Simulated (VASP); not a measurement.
Write the native input for VASP 6.6.1 that does the following.

```yaml
Task: single point
Functional: LDA
Potentials_or_basis: VASP PAW LDA potentials, release 64 (Ba_sv)
Cutoff: 520 eV
k_mesh: 14 × 14 × 14
Occupations: gaussian, width 0.15 eV
Spin: no spin polarisation
Dipole_correction: no
Further_INCAR_settings: ALGO = Fast; EDIFF = 1e-06; NBANDS = 11
```

The structure of Ba lies in POSCAR:

```
Ba
1.0
    3.9669954981     -0.4245124334     -0.4245124334
   -0.4245124334      3.9669954981     -0.4245124334
   -0.4245124334     -0.4245124334      3.9669954981
Ba
1
Direct
    0.0000000000      0.0000000000      0.0000000000
```

This cell differs from its parent crystal: ratio of the length along [111] to the lengths across it x 0.71, volume and fractional coordinates fixed.

These files were run (other wordings do the same):

INCAR

```
  PREC = Accurate
  ENCUT = 520
  EDIFF = 1E-6
  ISMEAR = 0
  SIGMA = 0.15
  LREAL = False
  LASPH = True
  NELM = 80
  ALGO = Fast
  ISIF = 2
  LWAVE = False
  LCHARG = False
  NBANDS = 11
```

KPOINTS

```
Automatic mesh
0
Gamma
  14 14 14
```

Potentials or basis: VASP PAW LDA potentials, release 64 (Ba_sv).

Launch:

```bash
$ cat potpaw_LDA.64/Ba_sv/POTCAR > POTCAR
$ mpirun -np 1 vasp_std > vasp.out
```

It gave:

| Quantity | Value |
| --- | --- |
| Pressure | -0.9 GPa |
| Band gap on the k mesh | zero (bands 5 and 6 overlap by 0.80 eV) |

Caveat: spin-orbit coupling is left out, which moves the levels of the heavy elements.

It took 73 s on 1 thread of AMD EPYC 9R45 96-Core Processor (Zen 5) (shared host), peak memory 0.26 GiB.
